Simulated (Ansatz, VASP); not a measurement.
**One calculation of Cd, two programs**

INCAR

```
PREC = Accurate
ENCUT = 520
EDIFF = 1E-6
ISMEAR = -1
SIGMA = 0.1
LREAL = False
LASPH = True
NELM = 60
ALGO = Normal
ISIF = 2
LWAVE = False
LCHARG = True
GGA = CA
LELF = True
LVHAR = True
NBANDS = 19
```

KPOINTS

```
regular mesh
0
Gamma
  16 16 9
```

POSCAR

```
Cd
1.0
    2.8110156219      0.0000000000      0.0000000000
   -1.4055078110      2.4344109390      0.0000000000
    0.0000000000      0.0000000000      4.9428066530
Cd
2
Direct
    0.3333333333      0.6666666667      0.2500000000
    0.6666666667      0.3333333333      0.7500000000
```

Input for Ansatz:

```yaml
crystal:
  lattice:
    - [2.8110156219, 0.0, 0.0]
    - [-1.405507811, 2.434410939, 0.0]
    - [0.0, 0.0, 4.942806653]
  atoms:
    - { symbol: Cd, position: [0.3333333333, 0.6666666667, 0.25] }
    - { symbol: Cd, position: [0.6666666667, 0.3333333333, 0.75] }
kpoints:
  mp_grid: { grid: [16, 16, 9] }
scf:
  occupations: { method: fermi_dirac, width: 0.1 }
hamiltonian:
  xc: lda
  pseudopotentials: { kind: all_electron, lapw: { basis_error: 0.001 } }
output:
  forces: true
  stress: true
  eigenvalues: true
  populations: true
```

Change from the starting cell: volume scaled by 0.85, LAPW.

Alike in both runs: task single point; functional LDA; k mesh 16 × 16 × 9; occupations fermi-dirac, width 0.1 eV; no spin polarisation.

|  | VASP | Ansatz |
| --- | --- | --- |
| version | VASP 6.6.1 | Ansatz 0.2.0 |
| potentials or method | VASP PAW LDA potentials, release 64 (Cd), cutoff 520 eV | all-electron LAPW, scalar-relativistic |

Ansatz gave:

- pressure (GPa): 18.0
- traceless stress, the component that is largest in VASP (GPa): -0.05

Task: Which values does VASP return?

Result: Pressure (GPa): 19.5; traceless stress, the component that is largest in VASP (GPa): -0.35.

LDA's correlation is that of Perdew and Zunger in VASP and of Perdew and Wang (1992) in Ansatz. Ansatz ran all-electron here, and VASP with PAW potentials.
